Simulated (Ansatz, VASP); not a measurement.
**Two plane-wave programs on Tl3I2**

```
CELL_PARAMETERS angstrom
5.00022 0.00000 0.00000
-2.50011 4.33031 0.00000
0.00000 0.00000 7.77952
ATOMIC_POSITIONS crystal
Tl 0.00000 0.00000 0.00000
Tl 0.33333 0.66667 0.64500
Tl 0.66667 0.33333 0.35500
I 0.33333 0.66667 0.24500
I 0.66667 0.33333 0.75500
```

Alike in both runs: task relaxation of cell and atoms; functional PBE; k mesh 6 × 6 × 2; occupations gaussian, width 0.1 eV; no spin polarisation.

|  | VASP | Ansatz |
| --- | --- | --- |
| version | VASP 6.6.1 | Ansatz 0.2.0 |
| potentials or method | VASP PAW PBE potentials, release 64 (Tl_d, I), cutoff 500 eV | scalar-relativistic, plane waves, PAW |
| valence electrons in the cell | 53 | 73 |

|  | VASP | Ansatz | Ansatz less VASP |
| --- | --- | --- | --- |
| gap on the k mesh at the Fermi level, each at its own relaxed structure (eV) | none | none | - |
| relaxed volume (Å³/atom) | 45.00 | 42.54 | -2.461 |
| relaxed length of the cell vector where the two differ most in proportion (Å) | 8.244 | 10.585 | +2.3412 |

A gap of «none» marks a metal or a gap that the smearing closes. One of these differences is far larger than is usual between the two programs; its cause wasn't traced. VASP's potentials hold 53 valence electrons a cell and Ansatz's 73, so a difference there can come from the potentials and not from the codes.

The k mesh is coarse, so the values compare programs but aren't converged. Spin-orbit coupling is off throughout. Noted on VASP's run: the volume moved by over 15 % at a fixed basis, so the end points are rough.
